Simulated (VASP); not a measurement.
Write the native input for VASP 6.6.1 that does the following.

```yaml
Task: single point
Functional: r2SCAN
Potentials_or_basis: VASP PAW PBE potentials, release 64 (In_d, Sb)
Cutoff: 520 eV
k_mesh: 10 × 10 × 10
Occupations: methfessel-paxton, width 0.01 eV
Spin: no spin polarisation
Dipole_correction: no
Further_INCAR_settings: ALGO = Normal; EDIFF = 1e-07; NBANDS = 30
```

In3Sb:

```
CELL_PARAMETERS angstrom
4.83696 0.00000 0.00000
0.00000 4.83696 0.00000
0.00000 0.00000 4.83696
ATOMIC_POSITIONS crystal
In 0.50000 0.50000 0.00000
In 0.50000 0.00000 0.50000
In 0.00000 0.50000 0.50000
Sb 0.00000 0.00000 0.00000
```

One way to write it, as run:

POSCAR

```
In3Sb
1.0
    4.8369620000      0.0000000000      0.0000000000
    0.0000000000      4.8369620000      0.0000000000
    0.0000000000      0.0000000000      4.8369620000
In Sb
3 1
Direct
    0.5000000000      0.5000000000      0.0000000000
    0.5000000000      0.0000000000      0.5000000000
    0.0000000000      0.5000000000      0.5000000000
    0.0000000000      0.0000000000      0.0000000000
```

INCAR.step1

```
SYSTEM = In3Sb
PREC = Accurate ; ENCUT = 520
ISMEAR = 1 ; SIGMA = 0.01
LREAL = .False. ; LASPH = .True.
NELM = 60 ; NBANDS = 30
GGA = PE ; ALGO = Normal
EDIFF = 1E-4 ; LWAVE = .True.
LCHARG = .False.
```

INCAR.step2

```
SYSTEM = In3Sb
PREC = Accurate ; ENCUT = 520
EDIFF = 1E-7 ; ISMEAR = 1
SIGMA = 0.01 ; LREAL = .False.
LASPH = .True. ; NELM = 60
ALGO = Normal ; ISIF = 2
LWAVE = .False. ; LCHARG = .False.
METAGGA = R2SCAN ; LMIXTAU = .True.
NBANDS = 30 ; ISTART = 1
```

KPOINTS

```
regular mesh
0
Gamma
  10 10 10
  0 0 0
```

Potentials or basis: VASP PAW PBE potentials, release 64 (In_d, Sb).

Run with:

```console
$ cat potpaw_PBE.64/In_d/POTCAR potpaw_PBE.64/Sb/POTCAR > POTCAR
$ cp INCAR.step1 INCAR
$ mpirun -np 1 vasp_std > vasp.out
$ cp INCAR.step2 INCAR
$ mpirun -np 1 vasp_std > vasp.out
```

It gave:

```json
{
 "Pressure": "-1.2 GPa",
 "Band gap on the k mesh": "zero (bands 22 and 23 overlap by 3.73 eV)"
}
```

Caveat: the PAW data sets were made with another functional, which shifts forces and pressure a little; spin-orbit coupling is left out, which moves the levels of the heavy elements.

It took 4.6 min on 1 thread of Intel(R) Xeon(R) 6975P-C (Granite Rapids), with other jobs on the host, peak memory 0.32 GiB.
